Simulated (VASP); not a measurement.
# CoO (R-3m) in VASP: further runs, part 2 of 2

VASP 6.6.1. Earlier steps stand in the parts before.

## Step 4: Electric field gradients, PBE, collinear spin, ferromagnetic start (equal xy, yz and zx shear strains of -1 %)

The input, INCAR:

```
SYSTEM = CoO
PREC = Accurate
ENCUT = 520
EDIFF = 1E-8
ISMEAR = -1
SIGMA = 0.05
LREAL = .FALSE.
LASPH = .TRUE.
NELM = 150
ALGO = Normal
ISIF = 2
LWAVE = .FALSE.
LCHARG = .FALSE.
ISPIN = 2
MAGMOM = 2 0
LORBIT = 11
LMAXMIX = 4
GGA = PE
LEFG = .TRUE.
NBANDS = 18
```

The input, KPOINTS:

```
Automatic mesh
0
G
  16 16 16
  0 0 0
```

The input, POSCAR:

```
CoO
1.0
   -0.0213150000      2.1208425000      2.1208425000
    2.1208425000     -0.0213150000      2.1208425000
    2.1208425000      2.1208425000     -0.0213150000
Co O
1 1
Direct
    0.0000000000      0.0000000000      0.0000000000
    0.5000000000      0.5000000000      0.5000000000
```

Potentials or basis: VASP PAW PBE potentials, release 64 (Co, O).

Launch:

```console
$ cat potpaw_PBE.64/Co/POTCAR potpaw_PBE.64/O/POTCAR > POTCAR
$ mpirun -np 1 vasp_std > vasp.out
```

OUTCAR:

```text
SYSTEM = CoO
   PREC = Accurate
   ENCUT = 520
   EDIFF = 1E-8
   ISMEAR = -1
   LREAL = .FALSE.
   LASPH = .TRUE.
   NELM = 150
   ISIF = 2
   ISPIN = 2
   LORBIT = 11
   GGA = PE

 ion  position               nearest neighbor table
   1  0.000  0.000  0.000-   2 2.13   2 2.13   2 2.13   2 2.13   2 2.13   2 2.13
   2  0.500  0.500  0.500-   1 2.13   1 2.13   1 2.13   1 2.13   1 2.13   1 2.13

  LATTYP: Found a trigonal (rhomboedric) cell.
 ALAT       =     2.9993999648
 COS(alpha) =     0.4899250057

  Lattice vectors:

 A1 = (  -0.0213150000,   2.1208425000,   2.1208425000)
 A2 = (   2.1208425000,  -0.0213150000,   2.1208425000)
[... 1251 lines left out ...]

 Electric field gradients after diagonalization (V/A^2)
 (convention: |V_zz| > |V_xx| > |V_yy|)
----------------------------------------------------------------------
 ion       V_xx      V_yy      V_zz     asymmetry (V_yy - V_xx)/ V_zz
----------------------------------------------------------------------
   1       2.073     2.073    -4.146       0.000
   2       1.645     1.645    -3.289       0.000
----------------------------------------------------------------------

           NMR quadrupolar parameters

 Cq : quadrupolar parameter    Cq=e*Q*V_zz/h
 eta: asymmetry parameters     (V_yy - V_xx)/ V_zz
 Q  : nuclear electric quadrupole moment in mb (millibarn)
----------------------------------------------------------------------
 ion       Cq(MHz)       eta       Q (mb)
----------------------------------------------------------------------
   1      -0.010       0.000       1.000
   2      -0.008       0.000       1.000
----------------------------------------------------------------------

 total charge

# of ion       s       p       d       tot
------------------------------------------
    1        0.293   0.354   7.141   7.789
    2        1.556   3.422   0.000   4.978
--------------------------------------------------
tot          1.849   3.777   7.141  12.767

 magnetization (x)

# of ion       s       p       d       tot
------------------------------------------
    1        0.020   0.018   2.520   2.558
    2        0.028   0.269   0.000   0.298
--------------------------------------------------
tot          0.049   0.287   2.520   2.856
```

OSZICAR:

```text
N       E                     dE             d eps       ncg     rms          rms(c)
DAV:   1     0.774223699761E+02    0.77422E+02   -0.65779E+03 31178   0.960E+02
DAV:   2    -0.106250547821E+02   -0.88047E+02   -0.76089E+02 31668   0.221E+02
[... 11 lines left out ...]
DAV:  14    -0.130622869219E+02    0.11972E-04   -0.51785E-06 44644   0.322E-02    0.218E-02
DAV:  15    -0.130622880653E+02   -0.11434E-05   -0.94941E-06 41146   0.449E-02    0.992E-03
DAV:  16    -0.130622881307E+02   -0.65390E-07   -0.22706E-06 40960   0.179E-02    0.350E-03
DAV:  17    -0.130622881708E+02   -0.40051E-07   -0.59227E-07 40840   0.645E-03    0.272E-03
DAV:  18    -0.130622882143E+02   -0.43503E-07   -0.63861E-07 37846   0.903E-03    0.159E-03
DAV:  19    -0.130622882081E+02    0.61671E-08   -0.23478E-08 33188   0.162E-03
   1 F= -.13062288E+02 E0= -.13044881E+02  d E =-.348151E-01  mag=     2.9071
```

stdout:

```text
POSCAR found type information on POSCAR CoO
 POSCAR found :  2 types and       2 ions
 scaLAPACK will be used
 LDA part: xc-table for (Slater+PW92), standard interpolation
 POSCAR, INCAR and KPOINTS ok, starting setup
 FFT: planning ... GRIDC
 FFT: planning ... GRID_SOFT
 FFT: planning ... GRID
 WAVECAR not read
 entering main loop
ion   1

ion   2
```

Run time: 4 min. Hardware: 1 thread of Intel Xeon Platinum 8375C at 2.90GHz (Ice Lake), shared host; peak memory 0.33 GiB.

What came out:

```yaml
Free_energy: -13.0623 eV
Pressure: -2.3 GPa
Net_moment: 2.91 μB per cell
Site_moments: Co +2.56; O +0.30 μB
Largest_electric_field_gradient_by_atom: Co -4.1; O -3.3 V/Å²
Valence_electrons_inside_the_program's_atomic_spheres: Co 7.79; O 4.98
```

Levels at points of the mesh, in eV from the Fermi level:
Spin up:
```tsv
k point	band 6	band 7	band 8	band 9	band 10	band 11	band 12	band 13
(0.00, 0.00, 0.00)	-3.09	-3.09	-3.03	-2.99	1.00	16.86	17.99	17.99
(0.50, 0.00, 0.00)	-2.31	-1.81	0.09	0.11	5.11	9.27	13.41	13.62
(0.50, 0.50, 0.00)	-2.91	-2.42	-2.08	-2.05	5.86	9.82	11.69	15.63
(0.50, 0.50, 0.50)	-2.35	-1.73	0.12	0.12	4.99	9.50	13.22	13.22
```
Spin down:
```csv
k point,band 2,band 3,band 4,band 5,band 6,band 7,band 8,band 9,band 10,band 11
"(0.00, 0.00, 0.00)",-2.57,-2.57,-2.47,-1.10,-1.10,-1.06,0.07,0.07,1.54,16.77
"(0.50, 0.00, 0.00)",-7.55,-4.61,-4.52,-0.15,-0.13,0.19,2.68,2.71,5.39,10.06
"(0.50, 0.50, 0.00)",-6.35,-3.84,-3.73,-2.20,0.12,0.13,0.54,0.99,6.71,10.28
"(0.50, 0.50, 0.50)",-7.49,-4.66,-4.66,-0.09,-0.09,0.19,2.72,2.72,5.27,10.29
```

Electric field gradients, principal values (V/Å²):
```tsv
atom	least	middle	greatest (by size)
1 Co	2.073	2.073	-4.146
2 O	1.645	1.645	-3.289
```

Caveat: the cell differs from its parent crystal (equal xy, yz and zx shear strains of -1 %); without QUAD_EFG the Cq values of the log hold for a quadrupole moment of 1 mb, not for the nuclei; a cell with one magnetic atom can't hold antiferromagnetic order, which such compounds often take; semilocal functionals often make such compounds metallic where correlation or magnetic order opens a gap, which also shifts bond lengths.

## Step 5: Summary

```tsv
cell	gap on the mesh (eV)	pressure (GPa)	moment (μB)
a = 3.030 Å, angles 59.3°, 2 atoms	none	-2.3	2.91
a = 3.060 Å, angles 58.0°, 2 atoms	none	-2.5	2.90
a = 2.999 Å, angles 60.7°, 2 atoms	none	-2.3	2.91
```

Alike in all rows: task electric field gradients; level PBE; potentials or basis VASP PAW PBE potentials, release 64 (Co, O); spin collinear, ferromagnetic start; k mesh 16 × 16 × 16; cutoff (eV) 520; smearing fermi-dirac 0.05 eV.

Caveats: a cell with one magnetic atom can't hold antiferromagnetic order, which such compounds often take; semilocal functionals often make such compounds metallic where correlation or magnetic order opens a gap, which also shifts bond lengths.

Absolute energies hang on the potentials; compare differences alone.
